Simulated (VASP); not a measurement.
Pb: single point with PBEsol

The system is Pb.

```
Pb
1.0
     0.00000    2.46546    2.46546
     2.46546    0.00000    2.46546
     2.46546    2.46546    0.00000
Pb
1
Direct
  0.00000 0.00000 0.00000
```

| Quantity | Value |
| --- | --- |
| Program | VASP 6.6.1 |
| Task | single point |
| Functional | PBEsol |
| Potentials or basis | VASP PAW PBE potentials, release 64 (Pb_d) |
| Cutoff | 500 eV |
| k mesh | 16 × 16 × 16 |
| Occupations | gaussian, width 0.1 eV |
| Spin | no spin polarisation |
| Dipole correction | no |
| Further INCAR settings | ALGO = Normal; EDIFF = 1e-06; NBANDS = 13 |

- Pressure: -0.1 GPa
- Band gap on the k mesh: zero (bands 7 and 8 overlap by 9.23 eV)

Levels at points of the mesh, in eV from the Fermi level:
```tsv
k point	band 3	band 4	band 5	band 6	band 7	band 8	band 9	band 10	band 11	band 12
(0.00, 0.00, 0.00)	-17.05	-16.91	-16.91	-11.90	7.45	7.45	7.45	9.72	11.41	12.51
(0.50, 0.00, 0.00)	-17.04	-16.77	-16.77	-8.20	-4.34	5.58	5.58	9.18	9.51	11.21
(0.50, 0.50, 0.00)	-16.78	-16.73	-16.73	-6.76	-3.39	2.00	2.00	5.34	6.63	18.28
```

It took 18 s on 1 thread of Intel(R) Xeon(R) 6975P-C (Granite Rapids), with other jobs on the host, peak memory 0.19 GiB.

Caveat: the PAW data sets were made with another functional, which shifts forces and pressure a little; spin-orbit coupling is left out, which moves the levels of the heavy elements.
